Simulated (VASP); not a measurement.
# TlCl (Pm-3m) in VASP: single point with r2SCAN

Aim: the single point of TlCl with r2SCAN.

All numbers are computed with VASP 6.6.1; they aren't measurements. Logs are shortened: lines on timing, memory, paths and dates and some standing lists are left out, and cuts for length are marked.

## Step 1: The cell of the first run

Symmetry: Pm-3m, No. 221, cubic system. Conventional cell: a = 3.837 Å, b = 3.837 Å, c = 3.837 Å, α = 90.00°, β = 90.00°, γ = 90.00°. Tl (site symmetry m-3m) has 8 Cl at 3.32 Å and 6 Tl at 3.84 Å within 4.4 Å. Within 4.4 Å of Cl (site symmetry m-3m) lie 8 Tl at 3.32 Å and 6 Cl at 3.84 Å.

## Step 2: Single point, r2SCAN

File POSCAR:

```
TlCl
1.0
    3.8370137785      0.0000000000      0.0000000000
    0.0000000000      3.8370137785      0.0000000000
    0.0000000000      0.0000000000      3.8370137785
Tl Cl
1 1
Direct
    0.0000000000      0.0000000000      0.0000000000
    0.5000000000      0.5000000000      0.5000000000
```

File INCAR.step1:

```
SYSTEM = TlCl
  PREC = Accurate
  ENCUT = 550
  ISMEAR = -1
  SIGMA = 0.1
  LREAL = .False.
  LASPH = .True.
  NELM = 120
  NBANDS = 17
  GGA = PE
  ALGO = Normal
  EDIFF = 1E-5
  LWAVE = .True.
  LCHARG = .False.
  GGA_COMPAT = .False.
```

File INCAR.step2:

```
SYSTEM = TlCl
  PREC = Accurate
  ENCUT = 550
  EDIFF = 1E-6
  ISMEAR = -1
  SIGMA = 0.1
  LREAL = .False.
  LASPH = .True.
  NELM = 120
  ALGO = Normal
  ISIF = 2
  LWAVE = .False.
  LCHARG = .False.
  METAGGA = R2SCAN
  LMIXTAU = .True.
  NBANDS = 17
  ISTART = 1
  GGA_COMPAT = .False.
```

File KPOINTS:

```
Automatic mesh
0
Gamma
  10 10 10
  0 0 0
```

Potentials or basis: VASP PAW PBE potentials, release 64 (Tl_d, Cl).

Started as:

```sh
$ cat potpaw_PBE.64/Tl_d/POTCAR potpaw_PBE.64/Cl/POTCAR > POTCAR
$ cp INCAR.step1 INCAR
$ mpirun -np 1 vasp_std > vasp.out
$ cp INCAR.step2 INCAR
$ mpirun -np 1 vasp_std > vasp.out
```

OUTCAR:

```text
SYSTEM = TlCl
   PREC = Accurate
   ENCUT = 550
   EDIFF = 1E-6
   ISMEAR = -1
   LREAL = .False.
   LASPH = .True.
   NELM = 120
   ISIF = 2
   METAGGA = R2SCAN
   ISTART = 1

 ion  position               nearest neighbor table
   1  0.000  0.000  0.000-   2 3.32   2 3.32   2 3.32   2 3.32   2 3.32   2 3.32   2 3.32   2 3.32

   2  0.500  0.500  0.500-   1 3.32   1 3.32   1 3.32   1 3.32   1 3.32   1 3.32   1 3.32   1 3.32

  LATTYP: Found a simple cubic cell.
 ALAT       =     3.8370137785

  Lattice vectors:

 A1 = (   3.8370137785,   0.0000000000,   0.0000000000)
 A2 = (   0.0000000000,   3.8370137785,   0.0000000000)
 A3 = (   0.0000000000,   0.0000000000,   3.8370137785)

Analysis of symmetry for initial positions (statically):
=====================================================================
 Subroutine PRICEL returns:
 Original cell was already a primitive cell.

 Routine SETGRP: Setting up the symmetry group for a
 simple cubic supercell.

 Subroutine GETGRP returns: Found 48 space group operations
 (whereof 48 operations were pure point group operations)
 out of a pool of 48 trial point group operations.

The static configuration has the point symmetry O_h .

Analysis of symmetry for dynamics (positions and initial velocities):
=====================================================================
 Subroutine PRICEL returns:
 Original cell was already a primitive cell.

 Routine SETGRP: Setting up the symmetry group for a
 simple cubic supercell.

 Subroutine GETGRP returns: Found 48 space group operations
 (whereof 48 operations were pure point group operations)
 out of a pool of 48 trial point group operations.

The dynamic configuration has the point symmetry O_h .

 Subroutine INISYM returns: Found 48 space group operations
 (whereof 48 operations are pure point group operations),
 and found     1 'primitive' translations

----------------------------------------------------------------------------------------

                                     Primitive cell

  volume of cell :      56.4911

  direct lattice vectors                    reciprocal lattice vectors
     3.837013778  0.000000000  0.000000000     0.260619340  0.000000000  0.000000000
     0.000000000  3.837013778  0.000000000     0.000000000  0.260619340  0.000000000
     0.000000000  0.000000000  3.837013778     0.000000000  0.000000000  0.260619340

  length of vectors
     3.837013778  3.837013778  3.837013778     0.260619340  0.260619340  0.260619340

  position of ions in fractional coordinates (direct lattice)
     0.000000000  0.000000000  0.000000000
     0.500000000  0.500000000  0.500000000

  ion indices of the primitive-cell ions
   primitive index   ion index
                 1           1
                 2           2

----------------------------------------------------------------------------------------

 KPOINTS: Automatic mesh

Automatic generation of k-mesh.
 Grid dimensions read from file:
 generate k-points for:   10   10   10

 Generating k-lattice:

  Cartesian coordinates                     Fractional coordinates (reciprocal lattice)
     0.026061934  0.000000000  0.000000000     0.100000000  0.000000000  0.000000000
     0.000000000  0.026061934  0.000000000     0.000000000  0.100000000  0.000000000
     0.000000000  0.000000000  0.026061934     0.000000000  0.000000000  0.100000000

  Length of vectors
     0.026061934  0.026061934  0.026061934

  Shift w.r.t. Gamma in fractional coordinates (k-lattice)
     0.000000000  0.000000000  0.000000000

 Subroutine IBZKPT returns following result:
 ===========================================

 Found     56 irreducible k-points:

 Following reciprocal coordinates:
            Coordinates               Weight
  0.000000  0.000000  0.000000      1.000000
  0.100000  0.000000  0.000000      6.000000
  0.200000  0.000000  0.000000      6.000000
  0.300000  0.000000  0.000000      6.000000
  0.400000  0.000000  0.000000      6.000000
  0.500000  0.000000  0.000000      3.000000
[... 16 lines left out ...]
  0.200000  0.100000  0.100000     24.000000
  0.300000  0.100000  0.100000     24.000000
 [... further k-points ...]
   k-points           NKPTS =     56   k-points in BZ     NKDIM =     56   number of bands    NBANDS=     17
   number of dos      NEDOS =    301   number of ions     NIONS =      2
   total plane-waves  NPLWV =  27000
   dimension x,y,z NGX =    30 NGY =   30 NGZ =   30
   dimension x,y,z NGXF=    60 NGYF=   60 NGZF=   60
   ions per type =               1   1
   NGX,Y,Z   is equivalent  to a cutoff of  13.00, 13.00, 13.00 a.u.
   NGXF,Y,Z  is equivalent  to a cutoff of  26.00, 26.00, 26.00 a.u.
 SYSTEM =  TlCl
   PREC   = accura    normal or accurate (medium, high low for compatibility)
   ISTART =      1    job   : 0-new  1-cont  2-samecut
   ICHARG =      0    charge: 1-file 2-atom 10-const
   ISPIN  =      1    spin polarized calculation?
   LNONCOLLINEAR =      F non collinear calculations
   LSORBIT =      F    spin-orbit coupling
   LASPH  =      T    aspherical Exc in radial PAW
   ENCUT  =  550.0 eV  40.42 Ry    6.36 a.u.   7.34  7.34  7.34*2*pi/ulx,y,z
   NELM   =    120;   NELMIN=  2; NELMDL=  0     # of ELM steps
   EDIFF  = 0.1E-05   stopping-criterion for ELM
   LREAL  =      F    real-space projection
   EDIFFG = 0.1E-04   stopping-criterion for IOM
   NSW    =      0    number of steps for IOM
   IBRION =     -1    ionic relax: 0-MD 1-quasi-New 2-CG
   NFREE  =      0    steps in history (QN), initial steepest desc. (CG)
   ISIF   =      2    stress and relaxation
   ISYM   =      2    0-nonsym 1-usesym 2-fastsym
   POTIM  = 0.5000    time-step for ionic-motion
   TEBEG  =    0.0;   TEEND  =   0.0 temperature during run
   PSTRESS=    0.0 pullay stress
   NELECT =      20.0000    total number of electrons
   NUPDOWN=      -1.0000    fix difference up-down
   EMIN   =  10.00;   EMAX   =-10.00  energy-range for DOS
   EFERMI =   0.00;   METHOD = LEGACY
   ISMEAR =    -1;   SIGMA  =   0.10  broadening in eV -4-tet -1-fermi 0-gaus
   EFERMI_NEDOS =   21; number of points for ismear=-14 and -15
   IALGO  =     38    algorithm
   IMIX   =      4    mixing-type and parameters
     AMIX     =   0.40;   BMIX     =  1.00
     AMIX_MAG =   1.60;   BMIX_MAG =  1.00
  volume/ion in A,a.u.               =      28.25       190.61
  Fermi-wavevector in a.u.,A,eV,Ry     =   1.158132  2.188553 18.249089  1.341270
  Thomas-Fermi vector in A             =   2.294737
   LORBIT       =      0    0 simple, 1 ext, 2 COOP (PROOUT), +10 PAW based schemes
   METAGGA = R2SCAN    functional components
   LHFCALC =     F    Hartree Fock is set to
   AEXX    =    0.0000 exact exchange contribution
   IVDW    =     0    specifies the selected vdW correction
   LEPSILON=     F    determine dielectric tensor
   LRPA    =     F    only Hartree local field effects (RPA)
 non-spin polarized calculation
  energy-cutoff  :      550.00
  volume of cell :       56.49
 maximum number of plane-waves:      1683
 NGX is ok and might be reduce to    30
   NGX = 15   NGY = 15   NGZ = 15

 number of electron      20.0000005 magnetization

 Free energy of the ion-electron system (eV)
  ---------------------------------------------------
  ext. energy  EPLUGINS =         0.00000000
  ---------------------------------------------------
  free energy    TOTEN  =       -61.54970471 eV

  energy without entropy =      -61.54970459  energy(sigma->0) =      -61.54970465

 E-fermi :   3.6972     XC(G=0):  -9.6166

 val. band max:        2.3947795034   @ k =   0.5000   0.0000   0.0000
 cond. band min:       4.9073042782   @ k =   0.5000   0.0000   0.0000
 fundamental gap:      2.5125247749
 Fermi energy:         3.6971661579

 k-point     1 :       0.0000    0.0000    0.0000
  band No.  band energies     occupation
      1     -12.0027      2.00000
      2      -7.8788      2.00000
      3      -7.8788      2.00000
      4      -7.6296      2.00000
      5      -7.6296      2.00000
      6      -7.6296      2.00000
[... 9 lines left out ...]
     16      15.6699      0.00000
     17      17.3318      0.00000

 k-point     2 :       0.1000    0.0000    0.0000
  band No.  band energies     occupation
      1     -11.9804      2.00000
      2      -7.8775      2.00000
      3      -7.8618      2.00000
      4      -7.6373      2.00000
      5      -7.6373      2.00000
      6      -7.6289      2.00000
[... 9 lines left out ...]
     16      16.2455      0.00000
     17      17.2100      0.00000

 k-point     3 :       0.2000    0.0000    0.0000
  band No.  band energies     occupation
      1     -11.9208      2.00000
      2      -7.8740      2.00000
      3      -7.8180      2.00000
      4      -7.6575      2.00000
      5      -7.6575      2.00000
      6      -7.6271      2.00000
[... 9 lines left out ...]
     16      16.9362      0.00000
     17      17.1817      0.00000

 k-point     4 :       0.3000    0.0000    0.0000
  band No.  band energies     occupation
      1     -11.8444      2.00000
      2      -7.8698      2.00000
      3      -7.7655      2.00000
      4      -7.6821      2.00000
      5      -7.6821      2.00000
      6      -7.6248      2.00000
[... 9 lines left out ...]
     16      15.7580      0.00000
     17      17.3114      0.00000

 k-point     5 :       0.4000    0.0000    0.0000
  band No.  band energies     occupation
      1     -11.7804      2.00000
      2      -7.8663      2.00000
      3      -7.7247      2.00000
      4      -7.7018      2.00000
      5      -7.7018      2.00000
      6      -7.6229      2.00000
[... 9 lines left out ...]
     16      15.8963      0.00000
     17      17.3032      0.00000

 k-point     6 :       0.5000    0.0000    0.0000
  band No.  band energies     occupation
      1     -11.7554      2.00000
      2      -7.8650      2.00000
      3      -7.7096      2.00000
      4      -7.7093      2.00000
      5      -7.7093      2.00000
      6      -7.6222      2.00000
[... 9 lines left out ...]
     16      17.1232      0.00000
     17      17.3000      0.00000

 k-point     7 :       0.1000    0.1000    0.0000
  band No.  band energies     occupation
      1     -11.9591      2.00000
      2      -7.8685      2.00000
      3      -7.8523      2.00000
      4      -7.6441      2.00000
      5      -7.6379      2.00000
      6      -7.6350      2.00000
[... 9 lines left out ...]
     16      16.1474      0.00000
     17      16.6875      0.00000

 k-point     8 :       0.2000    0.1000    0.0000
  band No.  band energies     occupation
      1     -11.9022      2.00000
      2      -7.8621      2.00000
      3      -7.8107      2.00000
      4      -7.6615      2.00000
      5      -7.6565      2.00000
      6      -7.6340      2.00000
[... 9 lines left out ...]
     16      15.9710      0.00000
     17      16.3654      0.00000
[... 203 lines left out ...]
      1     -11.6684      2.00000
      2      -7.7905      2.00000
      3      -7.6842      2.00000
      4      -7.6814      2.00000
      5      -7.6639      2.00000
      6      -7.6022      2.00000
[... 9 lines left out ...]
     16      14.8425      0.00000
     17      15.4939      0.00000

 k-point    20 :       0.5000    0.4000    0.0000
  band No.  band energies     occupation
      1     -11.6563      2.00000
      2      -7.7864      2.00000
      3      -7.6890      2.00000
      4      -7.6808      2.00000
      5      -7.6587      2.00000
      6      -7.5857      2.00000
[... 9 lines left out ...]
     16      14.7482      0.00000
     17      14.9665      0.00000

 k-point    21 :       0.5000    0.5000    0.0000
  band No.  band energies     occupation
      1     -11.6457      2.00000
      2      -7.7820      2.00000
      3      -7.6869      2.00000
      4      -7.6869      2.00000
      5      -7.6520      2.00000
      6      -7.5691      2.00000
[... 9 lines left out ...]
     16      14.4907      0.00000
     17      14.5909      0.00000

 k-point    22 :       0.1000    0.1000    0.1000
  band No.  band energies     occupation
      1     -11.9386      2.00000
      2      -7.8510      2.00000
      3      -7.8510      2.00000
      4      -7.6434      2.00000
      5      -7.6431      2.00000
      6      -7.6431      2.00000
[... 9 lines left out ...]
     16      16.5310      0.00000
     17      16.6318      0.00000

 k-point    23 :       0.2000    0.1000    0.1000
  band No.  band energies     occupation
      1     -11.8841      2.00000
      2      -7.8476      2.00000
      3      -7.8059      2.00000
      4      -7.6641      2.00000
      5      -7.6570      2.00000
      6      -7.6410      2.00000
[... 9 lines left out ...]
     16      15.8514      0.00000
     17      16.6091      0.00000

 k-point    24 :       0.3000    0.1000    0.1000
  band No.  band energies     occupation
      1     -11.8146      2.00000
      2      -7.8434      2.00000
      3      -7.7517      2.00000
      4      -7.6899      2.00000
      5      -7.6730      2.00000
      6      -7.6382      2.00000
[... 9 lines left out ...]
     16      15.5068      0.00000
     17      16.3382      0.00000

 [... further k-points ...]

------------------------ aborting loop because EDIFF is reached ----------------------------------------

  FORCE on cell =-STRESS in cart. coord.  units (eV):
  Direction    XX          YY          ZZ          XY          YZ          ZX
  --------------------------------------------------------------------------------------
  -------------------------------------------------------------------------------------
  Total       -0.0088430     -0.0088430     -0.0088430      0.0000000      0.0000000      0.0000000
  in kB       -0.2508014     -0.2508014     -0.2508014      0.0000000      0.0000000      0.0000000
  external PRESSURE =      -0.2508014 kB  Pullay stress =       0.0000000 kB

 VOLUME and BASIS-vectors are now :
 -----------------------------------------------------------------------------
  energy-cutoff  :      550.00
  volume of cell :       56.49
      direct lattice vectors                 reciprocal lattice vectors
     3.837013778  0.000000000  0.000000000     0.260619340  0.000000000  0.000000000
     0.000000000  3.837013778  0.000000000     0.000000000  0.260619340  0.000000000
     0.000000000  0.000000000  3.837013778     0.000000000  0.000000000  0.260619340

 POSITION                                       TOTAL-FORCE (eV/Angst)
 -----------------------------------------------------------------------------------
      0.00000      0.00000      0.00000         0.000000      0.000000      0.000000
      1.91851      1.91851      1.91851         0.000000      0.000000      0.000000
 -----------------------------------------------------------------------------------
    total drift:                                0.000000      0.000000     -0.000000

  FREE ENERGIE OF THE ION-ELECTRON SYSTEM (eV)
  ---------------------------------------------------
  free  energy   TOTEN  =       -61.5497047141 eV

  energy  without entropy=      -61.5497045873  energy(sigma->0) =      -61.54970465
```

It took 77 s on 1 thread of Intel Xeon 6975P-C (Granite Rapids), shared host; peak memory 0.2 GiB.

What came out:

- Free energy: -61.5497 eV
- Pressure: 0.0 GPa
- Band gap on the k mesh: 2.51 eV

Caveat: the PAW data sets were made with another functional, which shifts forces and pressure a little; spin-orbit coupling is left out, which moves the levels of the heavy elements.
